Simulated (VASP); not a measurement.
# Ba: single point with PBE

The system is Ba.

```
Ba
1.0
     3.43645    0.00000    0.00000
    -1.71822    2.97605    0.00000
     0.00000    0.00000    3.04037
Ba
1
Direct
  0.00000 0.00000 0.00000
```

```
Program                : VASP 6.6.1
Task                   : single point
Functional             : PBE
Potentials or basis    : VASP PAW PBE potentials, release 64 (Ba_sv)
Cutoff                 : 520 eV
k mesh                 : 10 × 10 × 9
Occupations            : fermi-dirac, width 0.08 eV
Spin                   : no spin polarisation
Dipole correction      : no
Further INCAR settings : ALGO = Normal; EDIFF = 1e-06; NBANDS = 11
```

- Pressure: 17.5 GPa
- Band gap on the k mesh: zero (band 5 reaches 6.21 eV, above the bottom of band 6 at 4.02 eV)

Stress tensor (GPa, compression positive):
```
16.64  0.00  0.00
 0.00 16.64  0.00
 0.00  0.00 19.37
```

Levels at points of the mesh, in eV from the Fermi level:
| k point | band 2 | band 3 | band 4 | band 5 | band 6 | band 7 | band 8 | band 9 |
| --- | --- | --- | --- | --- | --- | --- | --- | --- |
| (0.00, 0.00, 0.00) | -12.68 | -12.68 | -11.93 | -2.32 | -0.71 | 2.00 | 2.00 | 7.34 |
| (0.50, 0.00, 0.00) | -15.69 | -13.38 | -11.53 | -1.97 | 0.80 | 4.24 | 4.97 | 8.52 |

Run time: 7.2 s on 1 thread of Intel(R) Xeon(R) 6975P-C (Granite Rapids) (shared host), peak memory 0.16 GiB.

Caveat: spin-orbit coupling is left out, which moves the levels of the heavy elements.
